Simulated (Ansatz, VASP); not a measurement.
## One calculation of Be, two programs

File INCAR:

```
SYSTEM = Be
PREC     = Accurate       ! precision mode
ENCUT    = 600            ! plane-wave cutoff, eV
EDIFF    = 1E-7           ! SCF threshold, eV
ISMEAR   = -1             ! smearing method
SIGMA    = 0.1            ! smearing width, eV
LREAL    = .False.        ! projectors in reciprocal space
LASPH    = .True.         ! aspherical terms in the spheres
NELM     = 120            ! most SCF steps
ALGO     = Normal         ! electronic algorithm
ISIF     = 3              ! what is computed and relaxed
LWAVE    = .False.        ! write WAVECAR
LCHARG   = .False.        ! write CHGCAR
GGA      = CA             ! functional
IBRION   = 2              ! ionic algorithm
NSW      = 60             ! ionic steps
EDIFFG   = -0.005         ! ionic threshold
GGA_COMPAT= .False.      
NELMIN   = 4
```

KPOINTS

```
Automatic mesh
0
Gamma
  21 21 21
  0 0 0
```

Contents of POSCAR:

```
Be
1.0
    2.0128407149      0.0000000000      0.0000000000
    0.0000000000      2.0128407149      0.0000000000
    0.0000000000      0.0000000000      2.0128407149
Be
1
Direct
    0.0000000000      0.0000000000      0.0000000000
```

Input for Ansatz:

```yaml
crystal:
  lattice:
    - [2.0128407149, 0.0, 0.0]
    - [0.0, 2.0128407149, 0.0]
    - [0.0, 0.0, 2.0128407149]
  atoms:
    - { symbol: Be, position: [0.0, 0.0, 0.0] }
kpoints:
  mp_grid: { grid: [21, 21, 21] }
scf:
  occupations: { method: fermi_dirac, width: 0.1 }
hamiltonian:
  xc: lda
  pseudopotentials: { kind: paw }
output:
  forces: true
  stress: true
  write_density: true
  write_potential: true
  elf: true
  volumetric_format: npy
relax:
  f_tol: 0.005
  max_steps: 40
  cell: {}
```

Alike in both runs: task relaxation of cell and atoms; functional LDA; k mesh 21 × 21 × 21; occupations fermi-dirac, width 0.1 eV; no spin polarisation.

```csv
,VASP,Ansatz
version,VASP 6.6.1,Ansatz 0.2.0
potentials or method,"VASP PAW LDA potentials, release 64 (Be)","PAW with Ansatz's default frozen-core files, scalar-relativistic"
plane-wave cutoff (eV),600,420
valence electrons in the cell,2,2
```

VASP gave:

- relaxed volume (Å³/atom): 9.85
- relaxed cell length with the largest relative difference (Å): 2.144

What did Ansatz give for the same quantities?

Relaxed volume (Å³/atom): 9.82; relaxed cell length with the largest relative difference (Å): 2.141.

LDA's correlation is that of Perdew and Zunger in VASP and of Perdew and Wang (1992) in Ansatz.

Noted on VASP's run: the volume moved by over 15 % at a fixed basis, so the end points are rough.
